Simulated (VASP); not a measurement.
A run of VASP 6.6.1:

Contents of INCAR:

```
SYSTEM = TiSn
PREC = Accurate ; ENCUT = 600
EDIFF = 1E-7 ; ISMEAR = 0
SIGMA = 0.1 ; LREAL = .False.
LASPH = .True. ; NELM = 100
ALGO = Normal ; ISIF = 3
LWAVE = .False. ; LCHARG = .False.
GGA = PE ; IBRION = 2
NSW = 100 ; EDIFFG = -0.01
```

KPOINTS

```
Automatic mesh
0
Gamma
  18 18 18
  0 0 0
```

File POSCAR:

```
TiSn
1.0
    0.0000000000      2.8014640301      2.8014640301
    2.8014640301      0.0000000000      2.8014640301
    2.8014640301      2.8014640301      0.0000000000
Ti Sn
1 1
Direct
    0.5000000000      0.5000000000      0.5000000000
    0.0000000000      0.0000000000      0.0000000000
```

Potentials or basis: VASP PAW PBE potentials, release 64 (Ti_sv, Sn_d).

Launch:

```bash
$ cat potpaw_PBE.64/Ti_sv/POTCAR potpaw_PBE.64/Sn_d/POTCAR > POTCAR
$ mpirun -np 1 vasp_std > vasp.out
```

Hardware: 1 thread of Intel(R) Xeon(R) Platinum 8488C (Sapphire Rapids), on a shared host.

How long does it take, and how much memory?

Run time: 2.3 min on 1 thread of Intel(R) Xeon(R) Platinum 8488C (Sapphire Rapids), with other jobs on the host, peak memory 0.32 GiB. Counts: scf iterations 15, k points 195, ion steps 1.
